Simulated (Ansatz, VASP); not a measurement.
## Si3N: VASP beside Ansatz

Contents of INCAR:

```
SYSTEM = Si3N
  ALGO = Normal
  EDIFF = 1E-6
  EDIFFG = -0.01
  ENCUT = 600
  GGA = PE
  IBRION = 2
  ISIF = 3
  ISMEAR = 0
  LASPH = .TRUE.
  LCHARG = .FALSE.
  LREAL = .FALSE.
  LWAVE = .FALSE.
  NELM = 80
  NSW = 100
  PREC = Accurate
  SIGMA = 0.1
```

Contents of KPOINTS:

```
k-points
0
G
  12 12 12
  0 0 0
```

The input POSCAR:

```
Si3N
1.0
    3.6975029066      0.0000000000      0.0000000000
    0.0000000000      3.6975029066      0.0000000000
    0.0000000000      0.0000000000      3.6975029066
Si N
3 1
Direct
    0.0000000000      0.5000000000      0.5000000000
    0.5000000000      0.0000000000      0.5000000000
    0.5000000000      0.5000000000      0.0000000000
    0.0000000000      0.0000000000      0.0000000000
```

Input for Ansatz:

```yaml
crystal:
  lattice:
    - [3.6975029066, 0.0, 0.0]
    - [0.0, 3.6975029066, 0.0]
    - [0.0, 0.0, 3.6975029066]
  atoms:
    - { symbol: Si, position: [0.0, 0.5, 0.5] }
    - { symbol: Si, position: [0.5, 0.0, 0.5] }
    - { symbol: Si, position: [0.5, 0.5, 0.0] }
    - { symbol: "N", position: [0.0, 0.0, 0.0] }
basis:
  ecutwfc: 420
kpoints:
  mp_grid: { grid: [12, 12, 12] }
hamiltonian:
  xc: pbe
scf:
  occupations: { method: gaussian, width: 0.1 }
output:
  forces: true
  stress: true
  eigenvalues: true
relax:
  adjacent_minimum: "off"
  f_tol: 0.01
  max_steps: 80
  cell: { stress_tol: 0.05 }
```

Alike in both runs: task relaxation of cell and atoms; functional PBE; k mesh 12 × 12 × 12; occupations gaussian, width 0.1 eV; no spin polarisation.

```csv
,VASP,Ansatz
version,VASP 6.6.1,Ansatz 0.2.0
potentials or method,"VASP PAW PBE potentials, release 64 (Si, N), cutoff 600 eV","scalar-relativistic, plane waves, PAW"
valence electrons in the cell,17,17
```

```tsv
	VASP	Ansatz	Ansatz less VASP
gap on the k mesh at the Fermi level, each at its own relaxed structure (eV)	none	none	-
relaxed volume (Å³/atom)	12.61	12.63	+0.017
relaxed length of the cell vector where the two differ most in proportion (Å)	3.695	3.697	+0.0017
```

A gap of «none» marks a metal or a gap that the smearing closes.
